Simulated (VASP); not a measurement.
A run of VASP 6.6.1 is set up as follows.

The input INCAR:

```
  PREC = Accurate
  ENCUT = 400
  EDIFF = 1E-6
  ISMEAR = 0
  SIGMA = 0.03
  LREAL = False
  LASPH = True
  NELM = 120
  ALGO = Normal
  ISIF = 2
  LWAVE = False
  LCHARG = False
  LDIPOL = True
  IDIPOL = 3
  DIPOL = 0.5 0.5 0.285
  GGA = PS
  NBANDS = 20
  GGA_COMPAT = False
  NELMDL = -8
```

The input KPOINTS:

```
regular mesh
0
Gamma
  12 12 1
```

Contents of POSCAR:

```
WS2
1.0
    3.1458462213      0.0000000000      0.0000000000
   -1.5729231106      2.7243827440      0.0000000000
    0.0000000000      0.0000000000     30.0800000023
S W
2 1
Direct
    0.6666666667      0.3333333333      0.2328140695
    0.6666666667      0.3333333333      0.3369997602
    0.3333333333      0.6666666667      0.2849069149
```

Potentials or basis: VASP PAW PBE potentials, release 64 (S, W_sv).

Launch:

```sh
$ cat potpaw_PBE.64/S/POTCAR potpaw_PBE.64/W_sv/POTCAR > POTCAR
$ mpirun -np 1 vasp_std > vasp.out
```

(1) What does it give for the largest force?

(2) Predict the band gap on the k mesh.

Results:

(1) 0.019 eV/Å.

(2) 1.94 eV.

Caveat: the PAW data sets were made with another functional, which shifts forces and pressure a little; spin-orbit coupling is left out, which moves the levels of the heavy elements.
